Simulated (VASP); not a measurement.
ZnS: relaxation of the atoms with r2SCAN

Crystal: ZnS.

```
Zn S
1.0
     3.80652    0.00000    0.00000
    -1.90326    3.29654    0.00000
     0.00000    0.00000    6.43215
Zn S
2 2
Direct
  0.33333 0.66667 0.00192
  0.66667 0.33333 0.50192
  0.33333 0.66667 0.37308
  0.66667 0.33333 0.87308
```

This cell differs from its parent crystal: strain along c alone, the other axes held: +3.0 %.

```json
{
  "Program": "VASP 6.6.1",
  "Task": "relaxation of the atoms",
  "Functional": "r2SCAN",
  "Potentials or basis": "VASP PAW PBE potentials, release 64 (Zn, S)",
  "Cutoff": "520 eV",
  "k mesh": "6 × 6 × 4",
  "Occupations": "gaussian, width 0.02 eV",
  "Spin": "no spin polarisation",
  "Dipole correction": "no",
  "Further INCAR settings": "ALGO = Normal; EDIFF = 1e-06; IBRION = 2; EDIFFG = -0.008; NSW = 60"
}
```

| Quantity | Value |
| --- | --- |
| Energy gained by relaxing | 0.1 meV/atom |
| Ionic steps | 3 |
| Pressure after relaxing | -2.1 GPa |
| Band gap on the k mesh | 2.54 eV |

Stress tensor (GPa, compression positive):
```
-1.11  0.00  0.00
 0.00 -1.11  0.00
 0.00  0.00 -4.23
```

The path:
| step | energy change (eV) | largest force (eV/Å) | pressure (GPa) |
| --- | --- | --- | --- |
| 1 | 0.0000 | 0.0324 | -2.13 |
| 2 | -0.0002 | 0.0182 | -2.14 |
| 3 | -0.0002 | 0.0007 | -2.15 |

Final structure:
```xyz
4
Lattice="3.8065 0.0000 0.0000 -1.9033 3.2965 0.0000 0.0000 0.0000 6.4321" Properties=species:S:1:pos:R:3 pbc="T T T"
Zn    0.0000    2.1977    0.0159
Zn    1.9033    1.0988    3.2320
S     0.0000    2.1977    2.3961
S     1.9033    1.0988    5.6122
```

Levels at points of the mesh, in eV from the valence-band top:
```tsv
k point	band 14	band 15	band 16	band 17	band 18	band 19	band 20	band 21	band 22
(0.00, 0.00, 0.00)	-0.82	-0.82	-0.23	0.00	0.00	2.54	3.78	6.79	6.92
(0.50, 0.00, 0.00)	-4.14	-3.28	-2.15	-1.73	-0.89	4.17	4.58	5.30	7.35
(0.00, 0.00, 0.50)	-2.99	-0.43	-0.43	-0.43	-0.43	4.11	4.11	7.08	7.08
(0.50, 0.00, 0.50)	-4.85	-1.76	-1.76	-1.56	-1.56	3.83	3.83	5.62	5.62
```

Run time: 4.6 min on 1 thread of Intel Xeon 8259CL (shared host), peak memory 0.22 GiB.

Caveat: the cell differs from its parent crystal (strain along c alone, the other axes held: +3.0 %); the PAW data sets were made with another functional, which shifts forces and pressure a little.
